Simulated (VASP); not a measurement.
Here is a VASP 6.6.1 calculation.

The input INCAR:

```
SYSTEM = Al2O3
  PREC = Accurate
  ENCUT = 910
  EDIFF = 1E-6
  ISMEAR = 0
  SIGMA = 0.05
  LREAL = .False.
  LASPH = .True.
  NELM = 120
  ALGO = Normal
  ISIF = 2
  LWAVE = .False.
  LCHARG = .False.
  GGA = CA
  NBANDS = 20
  GGA_COMPAT = .False.
```

File KPOINTS:

```
Automatic mesh
0
Gamma
  12 12 4
  0 0 0
```

File POSCAR:

```
Al2O3
1.0
    3.1854573241      0.0000000000      0.0000000000
   -1.5927286620      2.7586869653      0.0000000000
    0.0000000000      0.0000000000      6.7968505109
Al O
2 3
Direct
    0.0000000000      0.0000000000      0.2779510000
    0.0000000000      0.0000000000      0.7220490000
    0.3333333333      0.6666666667      0.1994540000
    0.6666666667      0.3333333333      0.8005460000
    0.0000000000      0.0000000000      0.5000000000
```

Potentials or basis: VASP PAW LDA potentials, release 64 (Al, O_h).

Run with:

```console
$ cat potpaw_LDA.64/Al/POTCAR potpaw_LDA.64/O_h/POTCAR > POTCAR
$ mpirun -np 1 vasp_std > vasp.out
```

Q: Predict the band gap on the k mesh.

A: 3.19 eV, indirect (least direct gap 3.55 eV).

Q: Predict the pressure.

A: 4.3 GPa.

Q: What does it give for the largest force?

A: 8.213 eV/Å.

Forces in eV/Å, atoms in the order of the input:
```
Al   0.000  0.000 -8.213
Al   0.000  0.000  8.213
O    0.000  0.000  0.274
O    0.000  0.000 -0.274
O    0.000  0.000  0.000
```

Caveat: the cutoff is under 1.25 times the usual one of these potentials, so pressure, stress and relaxed cells hold a basis-set (Pulay) error; forces of over 1 eV/Å act on the atoms, so gaps and moduli don't describe the material at rest. A k mesh can miss the band edges.
